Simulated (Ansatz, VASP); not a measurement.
# One calculation of Sc, two programs

```
Sc
1.0
     3.31936    0.00000    0.00000
    -1.65968    2.87465    0.00000
     0.00000    0.00000    5.18426
Sc
2
Direct
  0.33333 0.66667 0.25000
  0.66667 0.33333 0.75000
```

Alike in both runs: task single point; functional PBE; k mesh 11 × 11 × 6; no spin polarisation.

|  | VASP | Ansatz |
| --- | --- | --- |
| version | VASP 6.6.1 | Ansatz 0.2.0 |
| potentials or method | VASP PAW PBE potentials, release 64 (Sc_sv), cutoff 520 eV | plane waves (420 eV) with PAW, scalar-relativistic |
| occupations | methfessel-paxton of order 1, width 0.01 eV | cold, width 0.01 eV |
| valence electrons in the cell | 22 | 22 |

|  | VASP | Ansatz | Ansatz less VASP |
| --- | --- | --- | --- |
| pressure (GPa) | -0.2 | -0.3 | -0.02 |
| traceless stress, the component that is largest in VASP (GPa) | -0.22 | -0.24 | -0.020 |
